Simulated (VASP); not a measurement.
Al:

```
Al
1.0
     4.03153    0.00000    0.00000
     0.00000    4.03153    0.00000
     0.00000    0.00000    8.83079
Al
8
Direct
  0.08352 0.75503 0.19144
  0.91648 0.24497 0.69144
  0.24497 0.08352 0.94144
  0.75503 0.91648 0.44144
  0.57926 0.58301 0.87423
  0.42074 0.41699 0.37423
  0.41699 0.57926 0.62423
  0.58301 0.42074 0.12423
```

The cell was built from a structure type or drawn by symmetry, and may not be a known phase.

| Quantity | Value |
| --- | --- |
| Program | VASP 6.6.1 |
| Task | relaxation of cell and atoms |
| Functional | PBE |
| Potentials or basis | VASP PAW PBE potentials, release 64 (Al) |
| Cutoff | 600 eV |
| k mesh | 4 × 4 × 2 |
| Occupations | gaussian, width 0.1 eV |
| Spin | no spin polarisation |

At the start: pressure 16.3 GPa; volume 17.94 Å³/atom.

Task: How do energy, volume and symmetry change on relaxing?

Result: Over 60 steps the energy falls by 648.8 meV/atom and the volume is 16.46 Å³/atom (-8.2 %); space group P4_3 (No. 78, to 0.1 Å) before, Fm-3m (No. 225, to 0.1 Å).

Step by step:
```csv
step,energy change (eV),largest force (eV/Å),pressure (GPa),volume (Å³)
1,0.0000,1.8774,16.31,143.53
3,-1.7969,0.6000,-1.19,172.86
5,-2.3314,0.6876,-0.62,164.15
7,-2.5087,0.7067,0.80,157.93
9,-2.8813,0.4236,0.39,155.24
11,-2.9874,0.6620,0.58,153.65
13,-3.0994,0.6678,-0.19,154.08
15,-3.4394,0.2862,-3.37,158.05
17,-3.5647,0.2125,-0.69,150.58
19,-3.5852,0.2183,-0.24,149.39
21,-3.6138,0.3468,1.85,144.84
23,-3.6268,0.3106,1.34,145.80
25,-3.6620,0.3234,0.23,147.82
27,-3.7375,0.1936,-1.31,150.39
29,-3.8107,0.2818,0.85,144.73
31,-3.9472,0.2747,0.14,144.49
33,-4.5577,0.4255,-2.74,142.09
35,-4.5731,0.4490,-2.34,141.69
37,-4.6110,0.4712,-0.80,139.34
39,-4.7211,0.4352,-0.37,137.62
41,-4.9760,0.2906,2.60,130.05
43,-5.0739,0.1585,-1.10,136.18
45,-5.1210,0.1405,0.04,133.51
47,-5.1351,0.1392,-0.17,133.49
49,-5.1701,0.1107,-1.19,134.26
51,-5.1759,0.0960,-0.83,133.50
53,-5.1822,0.0639,-0.18,132.25
55,-5.1837,0.0621,0.15,131.70
57,-5.1864,0.0501,0.00,131.95
59,-5.1892,0.0416,-0.13,132.14
60,-5.1901,0.0309,0.06,131.72
```

Final structure:
```
Al
1.0
     3.99591    0.00000    0.00000
     0.00000    3.99591    0.00000
     0.00000    0.00000    8.24930
Al
8
Direct
  0.24911 0.74811 0.15795
  0.75089 0.25189 0.65795
  0.25189 0.24911 0.90795
  0.74811 0.75089 0.40795
  0.75059 0.74854 0.90773
  0.24941 0.25146 0.40773
  0.25146 0.75059 0.65773
  0.74854 0.24941 0.15773
```

Caveat: the k points lie up to 0.39 Å⁻¹ apart in the final cell, too coarse for converged energies and pressures of a metal.
